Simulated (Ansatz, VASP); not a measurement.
**One calculation of RbZnH3, two programs**

INCAR

```
  ALGO = Normal
  EDIFF = 1E-6
  ENCUT = 520
  GGA = PE
  ISIF = 2
  ISMEAR = -1
  IVDW = 12
  LASPH = T
  LCHARG = F
  LREAL = F
  LWAVE = F
  NBANDS = 20
  NELM = 60
  PREC = Accurate
  SIGMA = 0.15
```

The input KPOINTS:

```
k-points
0
Gamma
  10 10 10
```

The input POSCAR:

```
RbZnH3
1.0
    3.9052000000      0.0000000000      0.0000000000
    0.0000000000      3.9052000000      0.0000000000
    0.0000000000      0.0000000000      3.9052000000
Rb Zn H
1 1 3
Direct
    0.0000000000      0.0000000000      0.0000000000
    0.5000000000      0.5000000000      0.5000000000
    0.5000000000      0.5000000000      0.0000000000
    0.5000000000      0.0000000000      0.5000000000
    0.0000000000      0.5000000000      0.5000000000
```

Input for Ansatz:

```yaml
crystal:
  lattice:
    - [3.9052, 0.0, 0.0]
    - [0.0, 3.9052, 0.0]
    - [0.0, 0.0, 3.9052]
  atoms:
    - { symbol: Rb, position: [0.0, 0.0, 0.0] }
    - { symbol: Zn, position: [0.5, 0.5, 0.5] }
    - { symbol: H, position: [0.5, 0.5, 0.0] }
    - { symbol: H, position: [0.5, 0.0, 0.5] }
    - { symbol: H, position: [0.0, 0.5, 0.5] }
basis:
  ecutwfc: 420
kpoints:
  mp_grid: { grid: [10, 10, 10] }
hamiltonian:
  xc: pbe
  dispersion: d3bj
scf:
  occupations: { method: fermi_dirac, width: 0.15 }
output:
  forces: true
  stress: true
  eigenvalues: true
```

Alike in both runs: task single point; functional PBE; dispersion D3(BJ); k mesh 10 × 10 × 10; occupations fermi-dirac, width 0.15 eV; no spin polarisation.

|  | VASP | Ansatz |
| --- | --- | --- |
| version | VASP 6.6.1 | Ansatz 0.2.0 |
| potentials or method | VASP PAW PBE potentials, release 64 (Rb_sv, Zn, H), cutoff 520 eV | scalar-relativistic, plane waves, PAW |
| valence electrons in the cell | 24 | 24 |

|  | VASP | Ansatz | Ansatz less VASP |
| --- | --- | --- | --- |
| gap on the k mesh at the Fermi level (eV) | none | none | - |
| pressure (GPa) | 0.2 | 0.2 | -0.07 |

A gap of «none» marks a metal or a gap that the smearing closes.
